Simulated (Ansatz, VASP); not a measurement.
# Two plane-wave programs on TePb

```
Pb Te
1.0
     4.54395    0.00000    0.00000
    -2.27198    3.93518    0.00000
     0.00000    0.00000    7.92576
Pb Te
2 2
Direct
  0.00000 0.00000 0.00000
  0.00000 0.00000 0.50000
  0.33333 0.66667 0.25000
  0.66667 0.33333 0.75000
```

Alike in both runs: task single point; functional PBEsol; k mesh 6 × 6 × 2; occupations fermi-dirac, width 0.02 eV; no spin polarisation.

|  | VASP | Ansatz |
| --- | --- | --- |
| version | VASP 6.6.1 | Ansatz 0.2.0 |
| potentials or method | VASP PAW PBE potentials, release 64 (Pb_d, Te) | plane waves, PAW |
| plane-wave cutoff (eV) | 520 | 420 |
| valence electrons in the cell | 40 | 60 |

```tsv
	VASP	Ansatz	Ansatz less VASP
pressure (GPa)	-1.6	-1.6	+0.02
traceless stress, the component that is largest in VASP (GPa)	-0.52	-0.52	0.000
```

VASP's potentials were made for PBE, not for PBEsol. VASP's potentials hold 40 valence electrons a cell and Ansatz's 60, so a difference there can come from the potentials and not from the codes.

The k mesh is coarse, so the values compare programs but aren't converged. Neither program's run includes spin-orbit coupling.
